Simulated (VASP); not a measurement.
## Ge: single point with BLYP

Crystal: Ge.

```
Ge
1.0
     0.00000    2.09836    2.09836
     2.09836    0.00000    2.09836
     2.09836    2.09836    0.00000
Ge
1
Cartesian
  0.0000 0.0000 0.0000
```

```yaml
Program: VASP 6.6.1
Task: single point
Functional: BLYP
Potentials_or_basis: VASP PAW PBE potentials, release 64 (Ge_d)
Cutoff: 500 eV
k_mesh: 10 × 10 × 10
Occupations: gaussian, width 0.1 eV
Spin: no spin polarisation
Dipole_correction: no
Further_INCAR_settings: ALGO = Normal; EDIFF = 1e-06; NBANDS = 13
```

```json
{
 "Pressure": "11.1 GPa",
 "Band gap on the k mesh": "zero (band 7 reaches 16.42 eV, above the bottom of band 8 at 5.23 eV)"
}
```

Levels at points of the mesh, in eV from the Fermi level:
```csv
k point,band 4,band 5,band 6,band 7,band 8,band 9,band 10,band 11
"(0.00, 0.00, 0.00)",-24.75,-24.75,-13.40,8.87,8.87,8.87,14.29,14.29
"(0.50, 0.00, 0.00)",-24.70,-24.70,-8.11,-5.59,6.78,6.78,12.49,12.99
"(0.50, 0.50, 0.00)",-24.68,-24.68,-5.77,-4.36,2.55,2.55,6.77,6.96
```

It took 14 s on 1 thread of AMD EPYC 7R43 64-Core Processor (Zen 3) (shared host), peak memory 0.1 GiB.

Caveat: the PAW data sets were made with another functional, which shifts forces and pressure a little.
